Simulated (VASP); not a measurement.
# TiAl3 (I4/mmm) in VASP: a series of runs, part 2 of 2

VASP 6.6.1. The steps go on from the part before.

**4. Single point, r2SCAN (equal strain along all axes, cell held: -3.0 %)**

POSCAR

```
TiAl3
1.0
    3.7092806890      0.0000000000      0.0000000000
    0.0000000000      3.7092806890      0.0000000000
    0.0000000000      0.0000000000      8.3069151719
Ti Al
2 6
Direct
    0.0000000000      0.0000000000      0.0000000000
    0.5000000000      0.5000000000      0.5000000000
    0.5000000000      0.5000000000      0.0000000000
    0.0000000000      0.5000000000      0.2500000000
    0.5000000000      0.0000000000      0.2500000000
    0.0000000000      0.0000000000      0.5000000000
    0.5000000000      0.0000000000      0.7500000000
    0.0000000000      0.5000000000      0.7500000000
```

INCAR.step1

```
PREC = Accurate
ENCUT = 520
ISMEAR = 0
SIGMA = 0.1
LREAL = False
LASPH = True
NELM = 80
NBANDS = 31
GGA = PE
ALGO = Normal
EDIFF = 1E-4
LWAVE = True
LCHARG = False
```

INCAR.step2

```
PREC = Accurate
ENCUT = 520
EDIFF = 1E-6
ISMEAR = 0
SIGMA = 0.1
LREAL = False
LASPH = True
NELM = 80
ALGO = Normal
ISIF = 2
LWAVE = False
LCHARG = False
METAGGA = R2SCAN
LMIXTAU = True
NBANDS = 31
ISTART = 1
```

KPOINTS

```
Automatic mesh
0
Gamma
  10 10 4
```

Potentials or basis: VASP PAW PBE potentials, release 64 (Ti_sv, Al).

Command:

```console
$ cat potpaw_PBE.64/Ti_sv/POTCAR potpaw_PBE.64/Al/POTCAR > POTCAR
$ cp INCAR.step1 INCAR
$ mpirun -np 1 vasp_std > vasp.out
$ cp INCAR.step2 INCAR
$ mpirun -np 1 vasp_std > vasp.out
```

OUTCAR:

```text
PREC = Accurate
   ENCUT = 520
   EDIFF = 1E-6
   ISMEAR = 0
   LREAL = False
   LASPH = True
   NELM = 80
   ISIF = 2
   METAGGA = R2SCAN
   ISTART = 1

 ion  position               nearest neighbor table
   1  0.000  0.000  0.000-   3 2.62   3 2.62   3 2.62   3 2.62   8 2.78   4 2.78   4 2.78   8 2.78
                             5 2.78   5 2.78   7 2.78   7 2.78
   2  0.500  0.500  0.500-   6 2.62   6 2.62   6 2.62   6 2.62   8 2.78   5 2.78   5 2.78   7 2.78
                             4 2.78   4 2.78   8 2.78   7 2.78
   3  0.500  0.500  0.000-   1 2.62   1 2.62   1 2.62   1 2.62   8 2.78   4 2.78   5 2.78   7 2.78
[... 1054 lines left out ...]
  Total        8.9863559      8.9863559      8.7897245      0.0000000      0.0000000      0.0000000
  in kB      125.9722900    125.9722900    123.2158764      0.0000000      0.0000000      0.0000000
  external PRESSURE =     125.0534855 kB  Pullay stress =       0.0000000 kB

 VOLUME and BASIS-vectors are now :
 -----------------------------------------------------------------------------
  energy-cutoff  :      520.00
  volume of cell :      114.29
      direct lattice vectors                 reciprocal lattice vectors
     3.709280689  0.000000000  0.000000000     0.269594049  0.000000000  0.000000000
     0.000000000  3.709280689  0.000000000     0.000000000  0.269594049  0.000000000
     0.000000000  0.000000000  8.306915172     0.000000000  0.000000000  0.120381631

 POSITION                                       TOTAL-FORCE (eV/Angst)
 -----------------------------------------------------------------------------------
      0.00000      0.00000      0.00000         0.000000      0.000000     -0.000000
      1.85464      1.85464      4.15346         0.000000      0.000000     -0.000000
      1.85464      1.85464      0.00000        -0.000000     -0.000000     -0.000000
      0.00000      1.85464      2.07673         0.000000      0.000000      0.000000
      1.85464      0.00000      2.07673        -0.000000     -0.000000     -0.000000
      0.00000      0.00000      4.15346         0.000000      0.000000     -0.000000
      1.85464      0.00000      6.23019         0.000000     -0.000000      0.000000
      0.00000      1.85464      6.23019         0.000000     -0.000000      0.000000
 -----------------------------------------------------------------------------------
    total drift:                                0.000000      0.000000      0.000000

  FREE ENERGIE OF THE ION-ELECTRON SYSTEM (eV)
  ---------------------------------------------------
  free  energy   TOTEN  =       -69.4279486702 eV

  energy  without entropy=      -69.4131137221  energy(sigma->0) =      -69.42053120
```

OUTCAR.step1:

```text
PREC = Accurate
   ENCUT = 520
   ISMEAR = 0
   LREAL = False
   LASPH = True
[... 1083 lines left out ...]
      1.85464      0.00000      2.07673         0.000000     -0.000000     -0.000000
      0.00000      0.00000      4.15346         0.000000      0.000000     -0.000000
      1.85464      0.00000      6.23019         0.000000     -0.000000     -0.000000
      0.00000      1.85464      6.23019         0.000000     -0.000000     -0.000000
 -----------------------------------------------------------------------------------
    total drift:                                0.000000      0.000000      0.000000

  FREE ENERGIE OF THE ION-ELECTRON SYSTEM (eV)
  ---------------------------------------------------
  free  energy   TOTEN  =       -40.7895649475 eV

  energy  without entropy=      -40.7737539370  energy(sigma->0) =      -40.78165944
```

OSZICAR.step1:

```text
N       E                     dE             d eps       ncg     rms          rms(c)
DAV:   1     0.349522172207E+03    0.34952E+03   -0.18381E+04  3906   0.132E+03
DAV:   2    -0.762739059290E+01   -0.35715E+03   -0.34604E+03  4011   0.376E+02
DAV:   3    -0.417654877511E+02   -0.34138E+02   -0.33251E+02  6346   0.103E+02
DAV:   4    -0.443640235184E+02   -0.25985E+01   -0.25718E+01  5558   0.232E+01
DAV:   5    -0.444980723048E+02   -0.13405E+00   -0.13402E+00  5621   0.436E+00    0.169E+01
DAV:   6    -0.418188696003E+02    0.26792E+01   -0.36501E+01  5402   0.396E+01    0.825E+00
DAV:   7    -0.409522027138E+02    0.86667E+00   -0.11775E+01  4986   0.235E+01    0.508E+00
DAV:   8    -0.408228966751E+02    0.12931E+00   -0.14667E+00  5176   0.934E+00    0.153E+00
DAV:   9    -0.407882249452E+02    0.34672E-01   -0.22963E-01  5027   0.358E+00    0.462E-01
DAV:  10    -0.407905804688E+02   -0.23555E-02   -0.16628E-02  5537   0.739E-01    0.342E-01
DAV:  11    -0.407908484312E+02   -0.26796E-03   -0.21866E-02  5431   0.987E-01    0.238E-01
DAV:  12    -0.407895567243E+02    0.12917E-02   -0.49888E-03  5301   0.511E-01    0.373E-02
DAV:  13    -0.407895649475E+02   -0.82231E-05   -0.20088E-04  4135   0.722E-02
   1 F= -.40789565E+02 E0= -.40781659E+02  d E =-.158110E-01
```

Wall time 4.8 min (1 thread of Intel Xeon 6975P-C (Granite Rapids), shared host); peak memory 0.35 GiB.

Results:

| Property | Result |
| --- | --- |
| Free energy | -69.4279 eV |
| Pressure | 12.5 GPa |
| Band gap on the k mesh | zero (bands 21 and 22 overlap by 2.47 eV) |

Stress tensor (GPa, compression positive):
```
12.60  0.00  0.00
 0.00 12.60  0.00
 0.00  0.00 12.32
```

Levels at points of the mesh, in eV from the Fermi level:
```
           k point  band 17  band 18  band 19  band 20  band 21  band 22  band 23  band 24  band 25  band 26
(0.00, 0.00, 0.00)    -1.41    -1.01    -1.01    -0.33     0.82     0.82     0.95     1.10     1.97     1.97
(0.50, 0.00, 0.00)    -1.19    -1.19    -1.16    -1.16     0.30     0.30     2.32     2.32     2.75     2.75
(0.50, 0.50, 0.00)    -3.08    -3.08    -2.39    -2.39    -1.16    -1.16     2.21     2.21     2.51     2.51
(0.00, 0.00, 0.50)    -1.24    -1.24    -0.23    -0.23     1.02     1.02     1.37     1.37     1.37     1.37
(0.50, 0.00, 0.50)    -1.23    -1.23    -0.32    -0.32     0.62     0.62     2.32     2.32     2.32     2.32
(0.50, 0.50, 0.50)    -2.09    -2.09    -2.09    -2.09    -1.26    -1.26     0.97     0.97     2.21     2.21
```

Caveat: the cell differs from its parent crystal (equal strain along all axes, cell held: -3.0 %); the cell stands under pressure; the PAW data sets were made with another functional, which shifts forces and pressure a little.

**5. Single point, r2SCAN (equal strain along all axes, cell held: -2.0 %)**

Edit POSCAR of step 4 so:

```diff
@@ -2,5 +2,5 @@
 1.0
-    3.7092806890      0.0000000000      0.0000000000
-    0.0000000000      3.7092806890      0.0000000000
-    0.0000000000      0.0000000000      8.3069151719
+    3.7475206961      0.0000000000      0.0000000000
+    0.0000000000      3.7475206961      0.0000000000
+    0.0000000000      0.0000000000      8.3925534727
 Ti Al
```

INCAR.step1

```
SYSTEM = TiAl3
PREC     = Accurate       ! precision mode
ENCUT    = 520            ! plane-wave cutoff, eV
ISMEAR   = 0              ! smearing method
SIGMA    = 0.1            ! smearing width, eV
LREAL    = .False.        ! projectors in reciprocal space
LASPH    = .True.         ! aspherical terms in the spheres
NELM     = 60             ! most SCF steps
NBANDS   = 31             ! bands
GGA      = PE             ! functional
ALGO     = Normal         ! electronic algorithm
EDIFF    = 1E-4           ! SCF threshold, eV
LWAVE    = .True.         ! write WAVECAR
LCHARG   = .False.        ! write CHGCAR
```

INCAR.step2

```
SYSTEM = TiAl3
PREC     = Accurate       ! precision mode
ENCUT    = 520            ! plane-wave cutoff, eV
EDIFF    = 1E-7           ! SCF threshold, eV
ISMEAR   = 0              ! smearing method
SIGMA    = 0.1            ! smearing width, eV
LREAL    = .False.        ! projectors in reciprocal space
LASPH    = .True.         ! aspherical terms in the spheres
NELM     = 60             ! most SCF steps
ALGO     = Normal         ! electronic algorithm
ISIF     = 2              ! what is computed and relaxed
LWAVE    = .False.        ! write WAVECAR
LCHARG   = .False.        ! write CHGCAR
METAGGA  = R2SCAN         ! meta-GGA
LMIXTAU  = .True.       
NBANDS   = 31             ! bands
ISTART   = 1
```

KPOINTS

```
Automatic mesh
0
Gamma
  10 10 4
  0 0 0
```

Potentials or basis: VASP PAW PBE potentials, release 64 (Ti_sv, Al).

Command:

```console
$ cat potpaw_PBE.64/Ti_sv/POTCAR potpaw_PBE.64/Al/POTCAR > POTCAR
$ cp INCAR.step1 INCAR
$ mpirun -np 1 vasp_std > vasp.out
$ cp INCAR.step2 INCAR
$ mpirun -np 1 vasp_std > vasp.out
```

OUTCAR:

```text
SYSTEM = TiAl3
   PREC = Accurate
   ENCUT = 520
   EDIFF = 1E-7
   ISMEAR = 0
   LREAL = .False.
   LASPH = .True.
   NELM = 60
   ISIF = 2
   METAGGA = R2SCAN
   ISTART = 1

 ion  position               nearest neighbor table
   1  0.000  0.000  0.000-   3 2.65   3 2.65   3 2.65   3 2.65   8 2.81   4 2.81   4 2.81   8 2.81
                             5 2.81   5 2.81   7 2.81   7 2.81
   2  0.500  0.500  0.500-   6 2.65   6 2.65   6 2.65   6 2.65   8 2.81   5 2.81   5 2.81   7 2.81
                             4 2.81   4 2.81   8 2.81   7 2.81
   3  0.500  0.500  0.000-   1 2.65   1 2.65   1 2.65   1 2.65   8 2.81   4 2.81   5 2.81   7 2.81
[... 1055 lines left out ...]
  in kB       77.8241537     77.8241537     76.4976574      0.0000000      0.0000000      0.0000000
  external PRESSURE =      77.3819883 kB  Pullay stress =       0.0000000 kB

 VOLUME and BASIS-vectors are now :
 -----------------------------------------------------------------------------
  energy-cutoff  :      520.00
  volume of cell :      117.86
      direct lattice vectors                 reciprocal lattice vectors
     3.747520696  0.000000000  0.000000000     0.266843089  0.000000000  0.000000000
     0.000000000  3.747520696  0.000000000     0.000000000  0.266843089  0.000000000
     0.000000000  0.000000000  8.392553473     0.000000000  0.000000000  0.119153247

 POSITION                                       TOTAL-FORCE (eV/Angst)
 -----------------------------------------------------------------------------------
      0.00000      0.00000      0.00000         0.000000      0.000000     -0.000000
      1.87376      1.87376      4.19628        -0.000000     -0.000000      0.000000
      1.87376      1.87376      0.00000        -0.000000      0.000000      0.000000
      0.00000      1.87376      2.09814        -0.000000     -0.000000     -0.000000
      1.87376      0.00000      2.09814         0.000000      0.000000     -0.000000
      0.00000      0.00000      4.19628         0.000000      0.000000     -0.000000
      1.87376      0.00000      6.29442         0.000000     -0.000000      0.000000
      0.00000      1.87376      6.29442         0.000000      0.000000     -0.000000
 -----------------------------------------------------------------------------------
    total drift:                                0.000000      0.000000      0.000000

  FREE ENERGIE OF THE ION-ELECTRON SYSTEM (eV)
  ---------------------------------------------------
  free  energy   TOTEN  =       -69.6531508670 eV

  energy  without entropy=      -69.6380755548  energy(sigma->0) =      -69.64561321
```

OUTCAR.step1:

```text
SYSTEM = TiAl3
   PREC = Accurate
   ENCUT = 520
   ISMEAR = 0
   LREAL = .False.
   LASPH = .True.
[... 1084 lines left out ...]
      0.00000      0.00000      4.19628         0.000000      0.000000     -0.000000
      1.87376      0.00000      6.29442        -0.000000     -0.000000      0.000000
      0.00000      1.87376      6.29442         0.000000      0.000000      0.000000
 -----------------------------------------------------------------------------------
    total drift:                                0.000000      0.000000      0.000000

  FREE ENERGIE OF THE ION-ELECTRON SYSTEM (eV)
  ---------------------------------------------------
  free  energy   TOTEN  =       -41.0572848614 eV

  energy  without entropy=      -41.0411554584  energy(sigma->0) =      -41.04922016
```

OSZICAR.step1:

```text
N       E                     dE             d eps       ncg     rms          rms(c)
DAV:   1     0.345804842294E+03    0.34580E+03   -0.18412E+04  3906   0.132E+03
DAV:   2    -0.828021503223E+01   -0.35409E+03   -0.34277E+03  4025   0.372E+02
DAV:   3    -0.422693217163E+02   -0.33989E+02   -0.33090E+02  6427   0.102E+02
DAV:   4    -0.447521312390E+02   -0.24828E+01   -0.24617E+01  5611   0.225E+01
DAV:   5    -0.448747444608E+02   -0.12261E+00   -0.12260E+00  5659   0.420E+00    0.164E+01
DAV:   6    -0.421941974813E+02    0.26805E+01   -0.38989E+01  5415   0.398E+01    0.865E+00
DAV:   7    -0.412272135522E+02    0.96698E+00   -0.13001E+01  5029   0.242E+01    0.488E+00
DAV:   8    -0.410940342739E+02    0.13318E+00   -0.15627E+00  5173   0.952E+00    0.156E+00
DAV:   9    -0.410559726454E+02    0.38062E-01   -0.23840E-01  5077   0.359E+00    0.461E-01
DAV:  10    -0.410585469589E+02   -0.25743E-02   -0.19327E-02  5677   0.798E-01    0.339E-01
DAV:  11    -0.410585720328E+02   -0.25074E-04   -0.23529E-02  5443   0.101E+00    0.242E-01
DAV:  12    -0.410572722481E+02    0.12998E-02   -0.52478E-03  5327   0.520E-01    0.316E-02
DAV:  13    -0.410572848614E+02   -0.12613E-04   -0.20589E-04  4168   0.724E-02
   1 F= -.41057285E+02 E0= -.41049220E+02  d E =-.161294E-01
```

Wall time 6.9 min (1 thread of Intel Xeon 6975P-C (Granite Rapids), shared host); peak memory 0.35 GiB.

What came out:

- Free energy: -69.6532 eV
- Pressure: 7.7 GPa
- Band gap on the k mesh: zero (bands 21 and 22 overlap by 2.41 eV)

Levels at points of the mesh, in eV from the Fermi level:
```csv
k point,band 18,band 19,band 20,band 21,band 22,band 23,band 24,band 25
"(0.00, 0.00, 0.00)",-1.02,-1.02,-0.31,0.81,0.81,0.92,1.07,1.89
"(0.50, 0.00, 0.00)",-1.17,-1.14,-1.14,0.30,0.30,2.23,2.23,2.68
"(0.50, 0.50, 0.00)",-3.07,-2.38,-2.38,-1.12,-1.12,2.12,2.12,2.41
"(0.00, 0.00, 0.50)",-1.23,-0.23,-0.23,0.99,0.99,1.33,1.33,1.33
"(0.50, 0.00, 0.50)",-1.20,-0.30,-0.30,0.61,0.61,2.24,2.24,2.27
"(0.50, 0.50, 0.50)",-2.06,-2.06,-2.06,-1.27,-1.27,0.94,0.94,2.12
```

Caveat: the cell differs from its parent crystal (equal strain along all axes, cell held: -2.0 %); the cell stands under pressure; the PAW data sets were made with another functional, which shifts forces and pressure a little.

**6. Single point, r2SCAN**

POSCAR

```
TiAl3
1.0
    3.8240007100      0.0000000000      0.0000000000
   -1.9120003550      4.6894074011      0.0000000000
    0.0000000000      1.5591502486      3.4917090275
Ti Al
1 3
Direct
    0.0000000000      0.0000000000      0.0000000000
    0.5000000000      0.0000000000      0.5000000000
    0.2500000000      0.5000000000      0.2500000000
    0.7500000000      0.5000000000      0.7500000000
```

Edit INCAR.step1 of step 5 so:

```diff
@@ -7,4 +7,5 @@
 LASPH    = .True.         ! aspherical terms in the spheres
-NELM     = 60             ! most SCF steps
-NBANDS   = 31             ! bands
+NELM     = 80             ! most SCF steps
+ISYM     = 0            
+NBANDS   = 18             ! bands
 GGA      = PE             ! functional
```

Edit INCAR.step2 of step 5 so:

```diff
@@ -8,3 +8,3 @@
 LASPH    = .True.         ! aspherical terms in the spheres
-NELM     = 60             ! most SCF steps
+NELM     = 80             ! most SCF steps
 ALGO     = Normal         ! electronic algorithm
@@ -15,3 +15,4 @@
 LMIXTAU  = .True.       
-NBANDS   = 31             ! bands
+ISYM     = 0            
+NBANDS   = 18             ! bands
 ISTART   = 1
```

KPOINTS

```
Automatic mesh
0
Gamma
  10 8 10
  0 0 0
```

Potentials or basis: VASP PAW PBE potentials, release 64 (Ti_sv, Al).

Command:

```console
$ cat potpaw_PBE.64/Ti_sv/POTCAR potpaw_PBE.64/Al/POTCAR > POTCAR
$ cp INCAR.step1 INCAR
$ mpirun -np 1 vasp_std > vasp.out
$ cp INCAR.step2 INCAR
$ mpirun -np 1 vasp_std > vasp.out
```

OUTCAR:

```text
SYSTEM = TiAl3
   PREC = Accurate
   ENCUT = 520
   EDIFF = 1E-7
   ISMEAR = 0
   LREAL = .False.
   LASPH = .True.
   NELM = 80
   ISIF = 2
   METAGGA = R2SCAN
   ISYM = 0
   ISTART = 1

 ion  position               nearest neighbor table
   1  0.000  0.000  0.000-   2 2.70   2 2.70   2 2.70   2 2.70   3 2.87   4 2.87   4 2.87   3 2.87
                             4 2.87   3 2.87   4 2.87   3 2.87
   2  0.500  0.000  0.500-   1 2.70   1 2.70   1 2.70   1 2.70   4 2.87   3 2.87   3 2.87   4 2.87
[... 694 lines left out ...]
  --------------------------------------------------------------------------------------
  -------------------------------------------------------------------------------------
  Total       -0.0203181     -0.1229399     -0.0184336      0.0211151      0.0207999     -0.0140939
  in kB       -0.5199007     -3.1457869     -0.4716801      0.5402941      0.5322290     -0.3606345
  external PRESSURE =      -1.3791226 kB  Pullay stress =       0.0000000 kB

 VOLUME and BASIS-vectors are now :
 -----------------------------------------------------------------------------
  energy-cutoff  :      520.00
  volume of cell :       62.61
      direct lattice vectors                 reciprocal lattice vectors
     3.824000710  0.000000000  0.000000000     0.261506228  0.106623280 -0.047610414
    -1.912000355  4.689407401  0.000000000     0.000000000  0.213246561 -0.095220829
     0.000000000  1.559150249  3.491709027     0.000000000  0.000000000  0.286392707

 POSITION                                       TOTAL-FORCE (eV/Angst)
 -----------------------------------------------------------------------------------
      0.00000      0.00000      0.00000        -0.000000      0.000000     -0.000000
      1.91200      0.77958      1.74585         0.000000     -0.000000     -0.000000
      0.00000      2.73449      0.87293         0.000675      0.000275      0.000616
      1.91200      3.51407      2.61878        -0.000675     -0.000275     -0.000616
 -----------------------------------------------------------------------------------
    total drift:                               -0.000000      0.000000     -0.000000

  FREE ENERGIE OF THE ION-ELECTRON SYSTEM (eV)
  ---------------------------------------------------
  free  energy   TOTEN  =       -34.9118426390 eV

  energy  without entropy=      -34.9042082782  energy(sigma->0) =      -34.90802546
```

Run time: 12 min. Hardware: 1 thread of Intel Xeon 6975P-C (Granite Rapids), shared host; peak memory 0.51 GiB.

Results:

```yaml
Free_energy: -34.9118 eV
Pressure: -0.1 GPa
Band_gap_on_the_k_mesh: zero (an odd number of electrons rules out a gap without spin polarisation)
```

Caveat: the PAW data sets were made with another functional, which shifts forces and pressure a little.

**7. Overview**

| cell | k mesh | gap on the mesh (eV) | pressure (GPa) |
| --- | --- | --- | --- |
| a = 3.824, b = 3.824, c = 5.064 Å, angles 112.2, 67.8, 90.0°, 4 atoms, atomic positions A | 9 × 9 × 8 | none | -0.1 |
| a = 3.709, b = 3.709, c = 8.307 Å, 8 atoms, atomic positions B | 10 × 10 × 4 | none | 12.5 |
| a = 3.748, b = 3.748, c = 8.393 Å, 8 atoms, atomic positions B | 10 × 10 × 4 | none | 7.7 |
| a = 3.824, b = 5.064 Å, angles 67.8, 90.0, 112.2°, 4 atoms, atomic positions C | 10 × 8 × 10 | none | -0.1 |

Alike in all rows: task single point; level r2SCAN; potentials or basis VASP PAW PBE potentials, release 64 (Ti_sv, Al); no spin polarisation; cutoff (eV) 520; smearing gaussian 0.1 eV.

Caveats: the PAW data sets were made with another functional, which shifts forces and pressure a little; the cell stands under pressure (at least some runs).

Total energies depend on the potentials used, so only differences within one code and one set of settings carry meaning.
